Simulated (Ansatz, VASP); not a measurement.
## Sc: VASP beside Ansatz

Contents of INCAR:

```
  PREC = Accurate
  ENCUT = 520
  EDIFF = 1E-6
  ISMEAR = -1
  SIGMA = 0.1
  LREAL = False
  LASPH = True
  NELM = 80
  ALGO = Normal
  ISIF = 2
  LWAVE = False
  LCHARG = False
  NBANDS = 30
```

The input KPOINTS:

```
Automatic mesh
0
Gamma
  13 13 4
```

Contents of POSCAR:

```
Sc
1.0
    3.2738639958      0.0000000000      0.0000000000
   -1.6369319979      2.8352493889      0.0000000000
    0.0000000000      0.0000000000     10.4607829833
Sc
4
Direct
    1.0000000000      0.0000000000      0.0000000000
    1.0000000000      0.0000000000      0.5000000000
    0.3333333333      0.6666666667      0.2500000000
    0.6666666667      0.3333333333      0.7500000000
```

Input for Ansatz:

```yaml
crystal:
  lattice:
    - [3.2738639958, 0.0, 0.0]
    - [-1.6369319979, 2.8352493889, 0.0]
    - [0.0, 0.0, 10.4607829833]
  atoms:
    - { symbol: Sc, position: [1.0, 0.0, 0.0] }
    - { symbol: Sc, position: [1.0, 0.0, 0.5] }
    - { symbol: Sc, position: [0.3333333333, 0.6666666667, 0.25] }
    - { symbol: Sc, position: [0.6666666667, 0.3333333333, 0.75] }
hamiltonian:
  xc: lda
  pseudopotentials:
    kind: paw
    azcp:
      Sc: "pseudopotentials/Sc.paw.azcp"
basis:
  ecutwfc: 420
  fft_grid_basis: typed
kpoints:
  mp_grid: { grid: [13, 13, 4], shift: [0, 0, 0] }
magnetization:
  spin_polarized: false
scf:
  occupations: { method: fermi_dirac, width: 0.1 }
  lower_state_search: "off"
output:
  stress: true
  write_density: true
  write_potential: true
  elf: true
  volumetric_format: npy
```

Alike in both runs: task single point; functional LDA; k mesh 13 × 13 × 4; occupations fermi-dirac, width 0.1 eV; no spin polarisation.

|  | VASP | Ansatz |
| --- | --- | --- |
| version | VASP 6.6.1 | Ansatz 0.2.0 |
| potentials or method | VASP PAW LDA potentials, release 64 (Sc_sv), cutoff 520 eV | plane waves (420 eV) with PAW, scalar-relativistic |
| valence electrons in the cell | 44 | 44 |

Ansatz gave:

```
pressure (GPa)                                                : -4.0
traceless stress, the component that is largest in VASP (GPa) : -0.05
```

Q: Which values does VASP return?

A: Pressure (GPa): -3.9; traceless stress, the component that is largest in VASP (GPa): -0.05.

Ansatz warns that its potentials were made for another functional, while VASP's fit it. LDA's correlation is that of Perdew and Zunger in VASP and of Perdew and Wang (1992) in Ansatz.
